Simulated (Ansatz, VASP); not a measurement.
AlP: VASP beside Ansatz

File INCAR:

```
ALGO = Normal
EDIFF = 1E-6
ENCUT = 500
GGA = PS
GGA_COMPAT = F
ISIF = 2
ISMEAR = 0
LASPH = T
LCHARG = F
LREAL = F
LWAVE = F
NBANDS = 11
NELM = 120
PREC = Accurate
SIGMA = 0.02
```

File KPOINTS:

```
k-points
0
Gamma
  8 8 8
```

POSCAR

```
AlP
1.0
    0.0000000000      2.7352456927      2.7352456927
    2.7352456927      0.0000000000      2.7352456927
    2.7352456927      2.7352456927      0.0000000000
Al P
1 1
Direct
    0.0000000000      0.0000000000      0.0000000000
    0.2500000000      0.2500000000      0.2500000000
```

Input for Ansatz:

```yaml
crystal:
  lattice:
    - [0.0, 2.7352456927, 2.7352456927]
    - [2.7352456927, 0.0, 2.7352456927]
    - [2.7352456927, 2.7352456927, 0.0]
  atoms:
    - { symbol: Al, position: [0.0, 0.0, 0.0] }
    - { symbol: P, position: [0.25, 0.25, 0.25] }
basis:
  ecutwfc: 600.0
kpoints:
  mp_grid: { grid: [8, 8, 8] }
hamiltonian:
  xc: pbesol
scf:
  occupations: { method: gaussian, width: 0.02 }
output:
  forces: true
  stress: true
  eigenvalues: true
```

Alike in both runs: task single point; functional PBEsol; k mesh 8 × 8 × 8; occupations gaussian, width 0.02 eV; no spin polarisation.

|  | VASP | Ansatz |
| --- | --- | --- |
| version | VASP 6.6.1 | Ansatz 0.2.0 |
| potentials or method | VASP PAW PBE potentials, release 64 (Al, P), cutoff 500 eV | scalar-relativistic, plane waves, PAW |
| valence electrons in the cell | 8 | 8 |

```csv
,VASP,Ansatz,Ansatz less VASP
gap on the k mesh at the Fermi level (eV),1.45,1.45,+0.003
least direct gap on the mesh (eV),3.15,3.15,-0.006
pressure (GPa),0.0,0.0,-0.04
```

VASP's potentials were made for PBE, not for PBEsol. The functional is the same, so the differences come from potentials, cutoffs and numerics.
